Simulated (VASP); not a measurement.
A run of VASP 6.6.1 is set up as follows.

The input INCAR:

```
SYSTEM = Hf2Pd2Se2Br2O3
PREC = Accurate
ENCUT = 520
EDIFF = 1E-6
ISMEAR = -1
SIGMA = 0.05
LREAL = .FALSE.
LASPH = .TRUE.
NELM = 80
ALGO = Normal
ISIF = 2
LWAVE = .FALSE.
LCHARG = .FALSE.
GGA = PS
NBANDS = 53
```

The input KPOINTS:

```
regular mesh
0
G
  6 6 3
  0 0 0
```

File POSCAR:

```
Hf2Pd2Se2Br2O3
1.0
    5.7589900000      0.0000000000      0.0000000000
   -2.8794900000      4.9874300000      0.0000000000
    0.0000000000      0.0000000000      8.5254700000
Hf Pd Se Br O
2 2 2 2 3
Direct
    0.3333300000      0.6666700000      0.5420100000
    0.6666700000      0.3333300000      0.5420100000
    0.3333300000      0.6666700000      0.1288000000
    0.6666700000      0.3333300000      0.1288000000
    0.3333300000      0.6666700000      0.8557200000
    0.6666700000      0.3333300000      0.8557200000
    0.0000000000      0.0000000000      0.1389500000
    0.0000000000      0.0000000000      0.6538400000
    0.5000000000      0.0000000000      0.4296300000
    0.0000000000      0.5000000000      0.4296300000
    0.5000000000      0.5000000000      0.4296300000
```

Potentials or basis: VASP PAW PBE potentials, release 64 (Hf_pv, Pd, Se, Br, O).

Run with:

```console
$ cat potpaw_PBE.64/Hf_pv/POTCAR potpaw_PBE.64/Pd/POTCAR potpaw_PBE.64/Se/POTCAR potpaw_PBE.64/Br/POTCAR potpaw_PBE.64/O/POTCAR > POTCAR
$ mpirun -np 1 vasp_std > vasp.out
```

(1) Estimate the largest force.

(2) Predict the band gap on the k mesh.

(3) What does it give for the pressure?

## Answers

(1) 0.495 eV/Å.

(2) zero (bands 42 and 43 overlap by 0.10 eV).

(3) -3.9 GPa.

Caveat: the cell stands under tension; the PAW data sets were made with another functional, which shifts forces and pressure a little; spin-orbit coupling is left out, which moves the levels of the heavy elements.
